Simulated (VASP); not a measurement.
A run of VASP 6.6.1:

INCAR

```
PREC = Accurate
ENCUT = 520
EDIFF = 1E-7
ISMEAR = -1
SIGMA = 0.03
LREAL = F
LASPH = T
NELM = 60
ALGO = Normal
ISIF = 2
LWAVE = F
LCHARG = F
GGA = PS
NBANDS = 12
```

The input KPOINTS:

```
regular mesh
0
Gamma
  16 16 16
```

Contents of POSCAR:

```
Ga
1.0
   -1.3993043128      1.3993043128      2.2215450948
    1.3993043128     -1.3993043128      2.2215450948
    1.3993043128      1.3993043128     -2.2215450948
Ga
1
Direct
    0.0000000000      0.0000000000      0.0000000000
```

Potentials or basis: VASP PAW PBE potentials, release 64 (Ga_d).

Command:

```sh
$ cat potpaw_PBE.64/Ga_d/POTCAR > POTCAR
$ mpirun -np 1 vasp_std > vasp.out
```

Hardware: 1 thread of AMD EPYC 7R13, on a shared host.

Question: How long does it take, and how much memory?

Answer: It took 90 s on 1 thread of AMD EPYC 7R13, with other jobs on the host, peak memory 0.16 GiB. Counts: scf iterations 11, k points 349.
